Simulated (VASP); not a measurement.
# Ru (P6_3/mmc) in VASP: notebook

Ru is run at these levels: PBEsol; tasks: electric field gradients.

All numbers are computed with VASP 6.6.1; they aren't measurements. Logs are shortened: lines on timing, memory, paths and dates and some standing lists are left out, and cuts for length are marked.

**1. The cell of the first run**

Symmetry: P6_3/mmc, No. 194, hexagonal system. Conventional cell: a = 2.724 Å, b = 2.724 Å, c = 4.310 Å, α = 90.00°, β = 90.00°, γ = 120.00°. Ru (site symmetry -6m2) has 12 Ru at 2.67 to 2.72 Å within 3.5 Å.

**2. Electric field gradients, PBEsol (volume scaled by 1.02)**

Contents of INCAR:

```
SYSTEM = Ru
  ALGO = Normal
  EDIFF = 1E-8
  ENCUT = 520
  GGA = PS
  ISIF = 2
  ISMEAR = -1
  LASPH = .TRUE.
  LCHARG = .FALSE.
  LEFG = .TRUE.
  LREAL = .FALSE.
  LWAVE = .FALSE.
  NBANDS = 21
  NELM = 60
  PREC = Accurate
  SIGMA = 0.03
```

Contents of KPOINTS:

```
k-points
0
G
  14 14 8
  0 0 0
```

Contents of POSCAR:

```
Ru
1.0
    2.7237190573      0.0000000000      0.0000000000
   -1.3618595287      2.3588098964      0.0000000000
    0.0000000000      0.0000000000      4.3102577801
Ru
2
Direct
    0.3333333333      0.6666666667      0.2500000000
    0.6666666667      0.3333333333      0.7500000000
```

Potentials or basis: VASP PAW PBE potentials, release 64 (Ru_pv).

Launch:

```
cat potpaw_PBE.64/Ru_pv/POTCAR > POTCAR
mpirun -np 1 vasp_std > vasp.out
```

OUTCAR:

```text
SYSTEM = Ru
   EDIFF = 1E-8
   ENCUT = 520
   GGA = PS
   ISIF = 2
   ISMEAR = -1
   LASPH = .TRUE.
   LREAL = .FALSE.
   NELM = 60
   PREC = Accurate

 ion  position               nearest neighbor table
   1  0.333  0.667  0.250-   2 2.67   2 2.67   2 2.67   2 2.67   2 2.67   2 2.67
   2  0.667  0.333  0.750-   1 2.67   1 2.67   1 2.67   1 2.67   1 2.67   1 2.67

  LATTYP: Found a hexagonal cell.
 ALAT       =     2.7237190573
 C/A-ratio  =     1.5824898565

  Lattice vectors:

 A1 = (   2.7237190573,   0.0000000000,   0.0000000000)
 A2 = (  -1.3618595287,   2.3588098964,   0.0000000000)
 A3 = (   0.0000000000,   0.0000000000,   4.3102577801)

Analysis of symmetry for initial positions (statically):
=====================================================================
 Subroutine PRICEL returns:
 Original cell was already a primitive cell.

 Routine SETGRP: Setting up the symmetry group for a
 hexagonal supercell.

 Subroutine GETGRP returns: Found 24 space group operations
 (whereof 12 operations were pure point group operations)
 out of a pool of 24 trial point group operations.

The static configuration has the point symmetry D_3d.
 The point group associated with its full space group is D_6h.

Analysis of symmetry for dynamics (positions and initial velocities):
=====================================================================
 Subroutine PRICEL returns:
 Original cell was already a primitive cell.

 Routine SETGRP: Setting up the symmetry group for a
 hexagonal supercell.

 Subroutine GETGRP returns: Found 24 space group operations
 (whereof 12 operations were pure point group operations)
 out of a pool of 24 trial point group operations.

The dynamic configuration has the point symmetry D_3d.
 The point group associated with its full space group is D_6h.

 Subroutine INISYM returns: Found 24 space group operations
 (whereof 12 operations are pure point group operations),
 and found     1 'primitive' translations

----------------------------------------------------------------------------------------

                                     Primitive cell

  volume of cell :      27.6923

  direct lattice vectors                    reciprocal lattice vectors
     2.723719057  0.000000000  0.000000000     0.367145061  0.211971300  0.000000000
    -1.361859529  2.358809896  0.000000000     0.000000000  0.423942600  0.000000000
     0.000000000  0.000000000  4.310257780     0.000000000  0.000000000  0.232004685

  length of vectors
     2.723719057  2.723719057  4.310257780     0.423942600  0.423942600  0.232004685

  position of ions in fractional coordinates (direct lattice)
     0.333333333  0.666666667  0.250000000
     0.666666667  0.333333333  0.750000000

  ion indices of the primitive-cell ions
   primitive index   ion index
                 1           1
                 2           2

----------------------------------------------------------------------------------------

 KPOINTS: k-points

Automatic generation of k-mesh.
 Grid dimensions read from file:
 generate k-points for:   14   14    8

 Generating k-lattice:

  Cartesian coordinates                     Fractional coordinates (reciprocal lattice)
     0.026224647  0.015140807  0.000000000     0.071428571  0.000000000  0.000000000
     0.000000000  0.030281614  0.000000000     0.000000000  0.071428571  0.000000000
     0.000000000  0.000000000  0.029000586     0.000000000  0.000000000  0.125000000

  Length of vectors
     0.030281614  0.030281614  0.029000586

  Shift w.r.t. Gamma in fractional coordinates (k-lattice)
     0.000000000  0.000000000  0.000000000

 Subroutine IBZKPT returns following result:
 ===========================================

 Found    120 irreducible k-points:

 Following reciprocal coordinates:
            Coordinates               Weight
  0.000000  0.000000  0.000000      1.000000
  0.071429  0.000000  0.000000      6.000000
  0.142857  0.000000  0.000000      6.000000
  0.214286  0.000000  0.000000      6.000000
  0.285714  0.000000  0.000000      6.000000
  0.357143  0.000000  0.000000      6.000000
[... 16 lines left out ...]
  0.285714  0.285714  0.000000      6.000000
  0.357143  0.285714  0.000000      6.000000
 [... further k-points ...]
   k-points           NKPTS =    120   k-points in BZ     NKDIM =    120   number of bands    NBANDS=     21
   number of dos      NEDOS =    301   number of ions     NIONS =      2
   total plane-waves  NPLWV =  12800
   dimension x,y,z NGX =    20 NGY =   20 NGZ =   32
   dimension x,y,z NGXF=    40 NGYF=   40 NGZF=   64
   ions per type =               2
   NGX,Y,Z   is equivalent  to a cutoff of  12.21, 12.21, 12.34 a.u.
   NGXF,Y,Z  is equivalent  to a cutoff of  24.41, 24.41, 24.68 a.u.
 SYSTEM =  Ru
   PREC   = accura    normal or accurate (medium, high low for compatibility)
   ISTART =      0    job   : 0-new  1-cont  2-samecut
   ICHARG =      2    charge: 1-file 2-atom 10-const
   ISPIN  =      1    spin polarized calculation?
   LNONCOLLINEAR =      F non collinear calculations
   LSORBIT =      F    spin-orbit coupling
   LASPH  =      T    aspherical Exc in radial PAW
   ENCUT  =  520.0 eV  38.22 Ry    6.18 a.u.   5.06  5.06  8.01*2*pi/ulx,y,z
   NELM   =     60;   NELMIN=  2; NELMDL= -5     # of ELM steps
   EDIFF  = 0.1E-07   stopping-criterion for ELM
   LREAL  =      F    real-space projection
   EDIFFG = 0.1E-06   stopping-criterion for IOM
   NSW    =      0    number of steps for IOM
   IBRION =     -1    ionic relax: 0-MD 1-quasi-New 2-CG
   NFREE  =      0    steps in history (QN), initial steepest desc. (CG)
   ISIF   =      2    stress and relaxation
   ISYM   =      2    0-nonsym 1-usesym 2-fastsym
   POTIM  = 0.5000    time-step for ionic-motion
   TEBEG  =    0.0;   TEEND  =   0.0 temperature during run
   PSTRESS=    0.0 pullay stress
   NELECT =      28.0000    total number of electrons
   NUPDOWN=      -1.0000    fix difference up-down
   EMIN   =  10.00;   EMAX   =-10.00  energy-range for DOS
   EFERMI =   0.00;   METHOD = LEGACY
   ISMEAR =    -1;   SIGMA  =   0.03  broadening in eV -4-tet -1-fermi 0-gaus
   EFERMI_NEDOS =   21; number of points for ismear=-14 and -15
   IALGO  =     38    algorithm
   IMIX   =      4    mixing-type and parameters
     AMIX     =   0.40;   BMIX     =  1.00
     AMIX_MAG =   1.60;   BMIX_MAG =  1.00
  volume/ion in A,a.u.               =      13.85        93.44
  Fermi-wavevector in a.u.,A,eV,Ry     =   1.643140  3.105085 36.734511  2.699910
  Thomas-Fermi vector in A             =   2.733325
   LORBIT       =      0    0 simple, 1 ext, 2 COOP (PROOUT), +10 PAW based schemes
   GGA     = PS    functional components
   LHFCALC =     F    Hartree Fock is set to
   AEXX    =    0.0000 exact exchange contribution
   IVDW    =     0    specifies the selected vdW correction
   LEPSILON=     F    determine dielectric tensor
   LRPA    =     F    only Hartree local field effects (RPA)
 non-spin polarized calculation
  energy-cutoff  :      520.00
  volume of cell :       27.69
 maximum number of plane-waves:       764
   NGX = 11   NGY = 11   NGZ = 17

 number of electron      28.0000015 magnetization

 Free energy of the ion-electron system (eV)
  ---------------------------------------------------
  ext. energy  EPLUGINS =         0.00000000
  ---------------------------------------------------
  free energy    TOTEN  =       -20.29749420 eV

  energy without entropy =      -20.29043224  energy(sigma->0) =      -20.29396322

 E-fermi :  12.3274     XC(G=0): -14.1597

 val. band max:       12.3142095432   @ k =   0.2857   0.1429   0.1250
 cond. band min:      12.3298528195   @ k =   0.0000   0.0000   0.3750
 fundamental gap:      0.0156432763
 Fermi energy:        12.3274169130

 k-point     1 :       0.0000    0.0000    0.0000
  band No.  band energies     occupation
      1     -31.1902      2.00000
      2     -30.3037      2.00000
      3     -30.3037      2.00000
      4     -30.1428      2.00000
      5     -30.1428      2.00000
      6     -30.1123      2.00000
[... 13 lines left out ...]
     20      22.6425      0.00000
     21      22.6819      0.00000

 k-point     2 :       0.0714    0.0000    0.0000
  band No.  band energies     occupation
      1     -31.1738      2.00000
      2     -30.3385      2.00000
      3     -30.3155      2.00000
      4     -30.1791      2.00000
      5     -30.1476      2.00000
      6     -30.1199      2.00000
[... 13 lines left out ...]
     20      22.6425      0.00000
     21      22.6786      0.00000
[... 487 lines left out ...]
      5     -30.4800      2.00000
      6     -30.4552      2.00000
[... 13 lines left out ...]
     20      22.6417      0.00000
     21      22.6439      0.00000

 k-point    24 :       0.3571    0.2857    0.0000
  band No.  band energies     occupation
      1     -30.8860      2.00000
      2     -30.7142      2.00000
      3     -30.7102      2.00000
      4     -30.5947      2.00000
      5     -30.5138      2.00000
      6     -30.5075      2.00000
[... 13 lines left out ...]
     20      22.6429      0.00000
     21      22.6433      0.00000

 [... further k-points ...]
[... 5 lines left out ...]
  --------------------------------------------------------------------------------------
  -------------------------------------------------------------------------------------
  Total       -1.9986423     -1.9986423     -2.4021759      0.0000000      0.0000000      0.0000000
  in kB     -115.6344291   -115.6344291   -138.9814656      0.0000000      0.0000000      0.0000000
  external PRESSURE =    -123.4167746 kB  Pullay stress =       0.0000000 kB

 VOLUME and BASIS-vectors are now :
 -----------------------------------------------------------------------------
  energy-cutoff  :      520.00
  volume of cell :       27.69
      direct lattice vectors                 reciprocal lattice vectors
     2.723719057  0.000000000  0.000000000     0.367145061  0.211971300  0.000000000
    -1.361859529  2.358809896  0.000000000     0.000000000  0.423942600  0.000000000
     0.000000000  0.000000000  4.310257780     0.000000000  0.000000000  0.232004685

 POSITION                                       TOTAL-FORCE (eV/Angst)
 -----------------------------------------------------------------------------------
     -0.00000      1.57254      1.07756         0.000000     -0.000000      0.000000
      1.36186      0.78627      3.23269        -0.000000      0.000000      0.000000
 -----------------------------------------------------------------------------------
    total drift:                               -0.000000      0.000000     -0.000000

  FREE ENERGIE OF THE ION-ELECTRON SYSTEM (eV)
  ---------------------------------------------------
  free  energy   TOTEN  =       -20.2974942000 eV

  energy  without entropy=      -20.2904322353  energy(sigma->0) =      -20.29396322

 Electric field gradients (V/A^2)
---------------------------------------------------------------------
 ion       V_xx      V_yy      V_zz      V_xy      V_xz      V_yz
---------------------------------------------------------------------
   1       6.390     6.392   -12.782     0.002     0.000    -0.000
   2       6.390     6.392   -12.782     0.002    -0.000     0.000
---------------------------------------------------------------------

 Electric field gradients after diagonalization (V/A^2)
 (convention: |V_zz| > |V_xx| > |V_yy|)
----------------------------------------------------------------------
 ion       V_xx      V_yy      V_zz     asymmetry (V_yy - V_xx)/ V_zz
----------------------------------------------------------------------
   1       6.394     6.388   -12.782       0.000
   2       6.394     6.388   -12.782       0.000
----------------------------------------------------------------------

           NMR quadrupolar parameters

 Cq : quadrupolar parameter    Cq=e*Q*V_zz/h
 eta: asymmetry parameters     (V_yy - V_xx)/ V_zz
 Q  : nuclear electric quadrupole moment in mb (millibarn)
----------------------------------------------------------------------
 ion       Cq(MHz)       eta       Q (mb)
----------------------------------------------------------------------
   1      -0.031       0.000       1.000
   2      -0.031       0.000       1.000
----------------------------------------------------------------------
```

It took 20 s on 1 thread of Intel Xeon 6975P-C (Granite Rapids), shared host; peak memory 0.17 GiB.

Results:

- Free energy: -20.2975 eV
- Pressure: -12.3 GPa
- Band gap on the k mesh: zero (band 14 reaches 13.93 eV, above the bottom of band 15 at 10.88 eV)

Electric field gradients, principal values (V/Å²):
```csv
atom,least,middle,greatest (by size)
1 Ru,6.388,6.394,-12.782
2 Ru,6.388,6.394,-12.782
```

Caveat: without QUAD_EFG the Cq values of the log hold for a quadrupole moment of 1 mb, not for the nuclei; the PAW data sets were made with another functional, which shifts forces and pressure a little.

**3. Electric field gradients, PBEsol (volume scaled by 1.02)**

Contents of INCAR:

```
PREC = Accurate
ENCUT = 520
EDIFF = 1E-8
ISMEAR = -1
SIGMA = 0.03
LREAL = False
LASPH = True
NELM = 60
ALGO = Normal
ISIF = 2
LWAVE = False
LCHARG = False
GGA = PS
LEFG = True
NBANDS = 21
```

Contents of KPOINTS:

```
Automatic mesh
0
Gamma
  14 14 8
```

POSCAR is that of step 2.

Potentials or basis: VASP PAW PBE potentials, release 64 (Ru_pv).

Launch:

```
cat potpaw_PBE.64/Ru_pv/POTCAR > POTCAR
mpirun -np 1 vasp_std > vasp.out
```

OUTCAR:

```text
PREC = Accurate
   ENCUT = 520
   EDIFF = 1E-8
   ISMEAR = -1
   LREAL = False
   LASPH = True
   NELM = 60
   ISIF = 2
   GGA = PS

 ion  position               nearest neighbor table
   1  0.333  0.667  0.250-   2 2.67   2 2.67   2 2.67   2 2.67   2 2.67   2 2.67
   2  0.667  0.333  0.750-   1 2.67   1 2.67   1 2.67   1 2.67   1 2.67   1 2.67

  LATTYP: Found a hexagonal cell.
 ALAT       =     2.7237190573
 C/A-ratio  =     1.5824898565

  Lattice vectors:

 A1 = (   2.7237190573,   0.0000000000,   0.0000000000)
 A2 = (  -1.3618595287,   2.3588098964,   0.0000000000)
 A3 = (   0.0000000000,   0.0000000000,   4.3102577801)

Analysis of symmetry for initial positions (statically):
=====================================================================
 Subroutine PRICEL returns:
 Original cell was already a primitive cell.

 Routine SETGRP: Setting up the symmetry group for a
 hexagonal supercell.

 Subroutine GETGRP returns: Found 24 space group operations
 (whereof 12 operations were pure point group operations)
 out of a pool of 24 trial point group operations.

The static configuration has the point symmetry D_3d.
 The point group associated with its full space group is D_6h.

Analysis of symmetry for dynamics (positions and initial velocities):
=====================================================================
 Subroutine PRICEL returns:
 Original cell was already a primitive cell.

 Routine SETGRP: Setting up the symmetry group for a
 hexagonal supercell.

 Subroutine GETGRP returns: Found 24 space group operations
 (whereof 12 operations were pure point group operations)
 out of a pool of 24 trial point group operations.
[... 148 lines left out ...]

 E-fermi :  12.3274     XC(G=0): -14.1597

 val. band max:       12.3142095432   @ k =   0.2857   0.1429   0.1250
 cond. band min:      12.3298528195   @ k =   0.0000   0.0000   0.3750
 fundamental gap:      0.0156432763
 Fermi energy:        12.3274169130

 k-point     1 :       0.0000    0.0000    0.0000
  band No.  band energies     occupation
      1     -31.1902      2.00000
      2     -30.3037      2.00000
      3     -30.3037      2.00000
      4     -30.1428      2.00000
      5     -30.1428      2.00000
      6     -30.1123      2.00000
[... 565 lines left out ...]
     20      22.6429      0.00000
     21      22.6433      0.00000

 [... further k-points ...]
[... 5 lines left out ...]
  --------------------------------------------------------------------------------------
  -------------------------------------------------------------------------------------
  Total       -1.9986423     -1.9986423     -2.4021759      0.0000000      0.0000000      0.0000000
  in kB     -115.6344291   -115.6344291   -138.9814656      0.0000000      0.0000000      0.0000000
  external PRESSURE =    -123.4167746 kB  Pullay stress =       0.0000000 kB

 VOLUME and BASIS-vectors are now :
 -----------------------------------------------------------------------------
  energy-cutoff  :      520.00
  volume of cell :       27.69
      direct lattice vectors                 reciprocal lattice vectors
     2.723719057  0.000000000  0.000000000     0.367145061  0.211971300  0.000000000
    -1.361859529  2.358809896  0.000000000     0.000000000  0.423942600  0.000000000
     0.000000000  0.000000000  4.310257780     0.000000000  0.000000000  0.232004685

 POSITION                                       TOTAL-FORCE (eV/Angst)
 -----------------------------------------------------------------------------------
     -0.00000      1.57254      1.07756         0.000000     -0.000000      0.000000
      1.36186      0.78627      3.23269        -0.000000      0.000000      0.000000
 -----------------------------------------------------------------------------------
    total drift:                               -0.000000      0.000000     -0.000000

  FREE ENERGIE OF THE ION-ELECTRON SYSTEM (eV)
  ---------------------------------------------------
  free  energy   TOTEN  =       -20.2974942000 eV

  energy  without entropy=      -20.2904322353  energy(sigma->0) =      -20.29396322

 Electric field gradients (V/A^2)
---------------------------------------------------------------------
 ion       V_xx      V_yy      V_zz      V_xy      V_xz      V_yz
---------------------------------------------------------------------
   1       6.390     6.392   -12.782     0.002     0.000    -0.000
   2       6.390     6.392   -12.782     0.002    -0.000     0.000
---------------------------------------------------------------------

 Electric field gradients after diagonalization (V/A^2)
 (convention: |V_zz| > |V_xx| > |V_yy|)
----------------------------------------------------------------------
 ion       V_xx      V_yy      V_zz     asymmetry (V_yy - V_xx)/ V_zz
----------------------------------------------------------------------
   1       6.394     6.388   -12.782       0.000
   2       6.394     6.388   -12.782       0.000
----------------------------------------------------------------------

           NMR quadrupolar parameters

 Cq : quadrupolar parameter    Cq=e*Q*V_zz/h
 eta: asymmetry parameters     (V_yy - V_xx)/ V_zz
 Q  : nuclear electric quadrupole moment in mb (millibarn)
----------------------------------------------------------------------
 ion       Cq(MHz)       eta       Q (mb)
----------------------------------------------------------------------
   1      -0.031       0.000       1.000
   2      -0.031       0.000       1.000
----------------------------------------------------------------------
```

Run time: 20 s. Hardware: 1 thread of Intel Xeon 6975P-C (Granite Rapids), shared host; peak memory 0.17 GiB.

Results:

```
Free energy            : -20.2975 eV
Pressure               : -12.3 GPa
Band gap on the k mesh : zero (band 14 reaches 13.93 eV, above the bottom of band 15 at 10.88 eV)
```

Electric field gradients, principal values (V/Å²):
```
atom  least  middle  greatest (by size)
1 Ru  6.388   6.394             -12.782
2 Ru  6.388   6.394             -12.782
```

Caveat: without QUAD_EFG the Cq values of the log hold for a quadrupole moment of 1 mb, not for the nuclei; the PAW data sets were made with another functional, which shifts forces and pressure a little.

[end of part 1 of 2]
